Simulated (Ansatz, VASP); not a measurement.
# One calculation of BaTaH5, two programs

```
CELL_PARAMETERS angstrom
3.36973 0.00000 0.00000
0.00000 3.36973 0.00000
0.00000 0.00000 6.92207
ATOMIC_POSITIONS crystal
Ba 0.00000 0.00000 0.00000
Ta 0.00000 0.00000 0.50000
H 0.50000 0.50000 0.00000
H 0.50000 0.00000 0.65889
H 0.00000 0.50000 0.65889
H 0.50000 0.00000 0.34111
H 0.00000 0.50000 0.34111
```

Change from the starting cell: species swapped into the PrIn5Ir type (P4/mmm, No. 123).

Alike in both runs: functional PBE; k mesh 4 × 4 × 4; occupations gaussian, width 0.1 eV; no spin polarisation.

Ansatz relaxed the structure, and its values are those at the end. VASP's run is a single point on that final structure, the one shown.

```csv
,VASP,Ansatz
version,VASP 6.6.1,Ansatz 0.2.0
potentials or method,"VASP PAW PBE potentials, release 64 (Ba_sv, Ta_pv, H), cutoff 520 eV","scalar-relativistic, plane waves, PAW"
valence electrons in the cell,26,28
```

|  | VASP | Ansatz | Ansatz less VASP |
| --- | --- | --- | --- |
| gap on the k mesh at the Fermi level (eV) | none | none | - |
| pressure (GPa) | 1.0 | -0.1 | -1.14 |
| rms of the force components (eV/Å) | 0.002 | 0.004 | +0.0019 |

A gap of «none» marks a metal or a gap that the smearing closes. VASP's potentials hold 26 valence electrons a cell and Ansatz's 28, so a difference there can come from the potentials and not from the codes.

The k mesh is coarse, so the values compare programs but aren't converged. Spin-orbit coupling is off throughout.
